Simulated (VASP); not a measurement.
Crystal: Co.

```
CELL_PARAMETERS angstrom
2.52700 0.00000 0.00000
-1.26350 2.18845 0.00000
0.00000 0.00000 4.11900
ATOMIC_POSITIONS crystal
Co 0.33333 0.66667 0.25000
Co 0.66667 0.33333 0.75000
```

Base run:

- Program: VASP 6.6.1
- Functional: PBE
- Potentials or basis: VASP PAW PBE potentials, release 64 (Co)
- Cutoff: 520 eV
- k mesh: 13 × 13 × 7
- Occupations: fermi-dirac, width 0.1 eV
- Spin: collinear spin, ferromagnetic start
- Starting moments: [3.0, 3.0] μB

Its results: pressure -9.6 GPa; net moment 3.26 μB per cell.

Q: The run is repeated on the same cell with these changes: moments at the start from [3.0, 3.0] to [0.3, 0.3]. What comes out?

A: Pressure -19.2 GPa; net moment 0.00 μB per cell.
